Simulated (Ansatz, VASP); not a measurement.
**One calculation of NaCl, two programs**

File INCAR:

```
SYSTEM = NaCl
ALGO     = Normal         ! electronic algorithm
EDIFF    = 1E-6           ! SCF threshold, eV
ENCUT    = 520            ! plane-wave cutoff, eV
GGA      = CA             ! functional
ISIF     = 2              ! what is computed and relaxed
ISMEAR   = 0              ! smearing method
LASPH    = .True.         ! aspherical terms in the spheres
LCHARG   = .True.         ! write CHGCAR
LELF     = .True.         ! ELF
LREAL    = .False.        ! projectors in reciprocal space
LVHAR    = .True.       
LWAVE    = .False.        ! write WAVECAR
NBANDS   = 14             ! bands
NELM     = 80             ! most SCF steps
PREC     = Accurate       ! precision mode
SIGMA    = 0.01           ! smearing width, eV
```

Contents of KPOINTS:

```
k-points
0
Gamma
  8 8 8
  0 0 0
```

File POSCAR:

```
NaCl
1.0
    0.0000000000      2.7321936073      2.7185326392
    2.7321936073      0.0000000000      2.7185326392
    2.7321936073      2.7321936073      0.0000000000
Na Cl
1 1
Direct
    0.0000000000      0.0000000000      0.0000000000
    0.5000000000      0.5000000000      0.5000000000
```

Input for Ansatz:

```yaml
crystal:
  lattice:
    - [0.0, 2.73219360726, 2.71853263922]
    - [2.73219360726, 0.0, 2.71853263922]
    - [2.73219360726, 2.73219360726, 0.0]
  atoms:
    - { symbol: Na, position: [0.0, 0.0, 0.0] }
    - { symbol: Cl, position: [0.5, 0.5, 0.5] }
kpoints:
  mp_grid: { grid: [8, 8, 8] }
scf:
  occupations: { method: fixed }
  convergence: { dr2_threshold: 1.0e-10 }
hamiltonian:
  xc: lda
  pseudopotentials: { kind: paw }
output:
  forces: true
  stress: true
  eigenstates:
    kpoints:
      - [0.0, 0.0, 0.0]
      - [-0.5, 0.0, -0.5]
      - [0.0, -0.5, -0.5]
      - [-0.5, -0.5, 0.0]
      - [-0.5, 0.0, 0.0]
      - [0.0, -0.5, 0.0]
      - [0.0, 0.0, -0.5]
      - [-0.5, -0.5, -0.5]
  eigenvalues: true
```

Change from the starting cell: z stretched by -0.5 %, x and y held, PAW files.

Alike in both runs: task single point; functional LDA; k mesh 8 × 8 × 8; no spin polarisation.

|  | VASP | Ansatz |
| --- | --- | --- |
| version | VASP 6.6.1 | Ansatz 0.2.0 |
| potentials or method | VASP PAW LDA potentials, release 64 (Na_pv, Cl) | PAW with Ansatz's default frozen-core files, scalar-relativistic |
| plane-wave cutoff (eV) | 520 | 420 |
| occupations | gaussian, width 0.01 eV | fixed |
| valence electrons in the cell | 14 | 16 |

```csv
,VASP,Ansatz,Ansatz less VASP
gap on the k mesh at the Fermi level (eV),5.10,5.09,-0.007
pressure (GPa),0.2,0.2,-0.04
"traceless stress, the component that is largest in VASP (GPa)",0.20,0.20,-0.002
```

LDA's correlation is that of Perdew and Zunger in VASP and of Perdew and Wang (1992) in Ansatz. VASP's potentials hold 14 valence electrons a cell and Ansatz's 16, so a difference there can come from the potentials and not from the codes.
